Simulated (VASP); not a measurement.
**CuO: relaxation of cell and atoms with PBE**

The system is CuO.

```
CELL_PARAMETERS angstrom
0.00000 -2.11656 -2.11656
-2.11656 0.00000 -2.11656
2.11656 2.11656 -4.23312
ATOMIC_POSITIONS crystal
Cu 0.50389 0.47699 0.48801
Cu 0.00389 0.97699 0.98801
O 0.74611 0.77301 0.76199
O 0.24611 0.27301 0.26199
```

```yaml
Program: VASP 6.6.1
Task: relaxation of cell and atoms
Functional: PBE
Potentials_or_basis: VASP PAW PBE potentials, release 64 (Cu, O)
Cutoff: 600 eV
k_mesh: 10 × 10 × 6
Occupations: fermi-dirac, width 0.05 eV
Spin: no spin polarisation
Dipole_correction: no
Further_INCAR_settings: ALGO = Fast; EDIFF = 1e-07; IBRION = 2; EDIFFG = -0.01; NSW = 60; ISIF = 3
```

| Quantity | Value |
| --- | --- |
| Relaxed volume | 9.57 Å³/atom |
| Relaxed cell | a = 2.997 Å, b = 3.005 Å, c = 5.200 Å, α = 73.22°, β = 73.34°, γ = 60.06° |
| Space group after relaxing (to 0.1 Å) | Fm-3m (No. 225) |
| Energy gained by relaxing | 60.5 meV/atom |
| Ionic steps | 17 |
| Pressure after relaxing | 0.0 GPa |
| Largest force after relaxing | 0.009 eV/Å |
| Band gap on the k mesh | zero (bands 17 and 18 overlap by 1.16 eV) |

Forces in eV/Å, atoms in the order of the input:
```
Cu   0.001 -0.004  0.008
Cu   0.001 -0.004  0.008
O   -0.001  0.004 -0.008
O   -0.001  0.004 -0.008
```

Stress tensor (GPa, compression positive):
```
-0.02  0.01 -0.12
 0.01 -0.02  0.15
-0.12  0.15 -0.04
```

The path:
```
step  energy change (eV)  largest force (eV/Å)  pressure (GPa)  volume (Å³)
   1              0.0000                1.2481            5.85        37.93
   2             -0.1796                0.3360           -5.92        39.85
   3             -0.1797                0.3284           -6.07        39.88
   4             -0.2365                0.1007            0.43        38.24
   5             -0.2367                0.0866            0.75        38.15
   6             -0.2392                0.0160            0.11        38.27
   7             -0.2395                0.0205           -0.22        38.34
   8             -0.2403                0.0232            0.02        38.28
   9             -0.2410                0.0270            0.29        38.21
  10             -0.2411                0.0360            0.93        38.06
  11             -0.2413                0.0317            0.65        38.13
  12             -0.2417                0.0247            0.30        38.20
  13             -0.2419                0.0152           -0.18        38.30
  14             -0.2419                0.0178            0.01        38.29
  15             -0.2419                0.0162           -0.12        38.29
  16             -0.2419                0.0172           -0.19        38.29
  17             -0.2420                0.0088           -0.02        38.27
```

Final structure:
```xyz
4
Lattice="-0.0022 -2.1199 -2.1179 -2.1264 0.0036 -2.1234 2.1197 2.1307 -4.2440" Properties=species:S:1:pos:R:3 pbc="T T T"
Cu   -0.0045    0.0076   -4.2433
Cu   -0.0023   -2.1195   -2.1186
O    -0.0065    0.0104   -6.3632
O    -0.0021    0.0032   -2.1206
```

Levels at points of the mesh, in eV from the Fermi level:
| k point | band 15 | band 16 | band 17 | band 18 | band 19 | band 20 |
| --- | --- | --- | --- | --- | --- | --- |
| (0.00, 0.00, 0.00) | -1.81 | -1.38 | 0.73 | 0.74 | 1.40 | 5.75 |
| (0.50, 0.00, 0.00) | -0.57 | -0.57 | -0.43 | -0.43 | 7.18 | 7.18 |
| (0.00, 0.50, 0.00) | -0.58 | -0.58 | -0.43 | -0.43 | 7.20 | 7.20 |
| (0.50, 0.50, 0.00) | -1.46 | -1.38 | 0.73 | 0.74 | 5.62 | 5.74 |
| (0.00, 0.00, 0.50) | -0.21 | -0.21 | -0.21 | -0.21 | 4.19 | 4.19 |
| (0.50, 0.00, 0.50) | -1.45 | -1.38 | 0.73 | 0.74 | 5.62 | 5.73 |
| (0.00, 0.50, 0.50) | -1.45 | -1.39 | 0.73 | 0.74 | 5.62 | 5.76 |
| (0.50, 0.50, 0.50) | -0.58 | -0.58 | -0.43 | -0.43 | 7.19 | 7.19 |

It took 61 min on 1 thread of Oxide Virtual Turin-like Processor (shared host), peak memory 0.35 GiB.

Caveat: semilocal functionals often make such compounds metallic where correlation or magnetic order opens a gap, which also shifts bond lengths. With open d or f shells a metallic result of PBE can be an artefact of self-interaction; +U or a hybrid may open a gap.
